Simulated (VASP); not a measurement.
The system is LiF.

```xyz
4
Lattice="3.0810 0.0000 0.0000 -1.5405 2.6682 0.0000 0.0000 0.0000 4.8093" Properties=species:S:1:pos:R:3 pbc="T T T"
Li    0.0000    1.7788   -0.0323
Li    1.5405    0.8894    2.3723
F     0.0000    1.7788    1.8358
F     1.5405    0.8894    4.2404
```

This cell differs from its parent crystal: uniaxial z strain +0.5%.

Base run:

- Program: VASP 6.6.1
- Functional: PBE
- Potentials or basis: VASP PAW PBE potentials, release 64 (Li_sv, F)
- Cutoff: 520 eV
- k mesh: 12 × 12 × 6
- Occupations: fermi-dirac, width 0.02 eV
- Spin: no spin polarisation

Its results: band gap on the k mesh 7.82 eV; largest force 0.004 eV/Å.

Q: The run is repeated on the same cell with these changes: functional from PBE to r2SCAN; occupations from fermi-dirac, width 0.02 eV to gaussian, width 0.01 eV. What comes out?

A: Band gap on the k mesh 8.66 eV; largest force 0.012 eV/Å.

Caveats: the structure was generated, so it needn't be the stable form of LiF; the PAW data sets were made with another functional, which shifts forces and pressure a little (at least some runs).

A k mesh can miss the band edges.
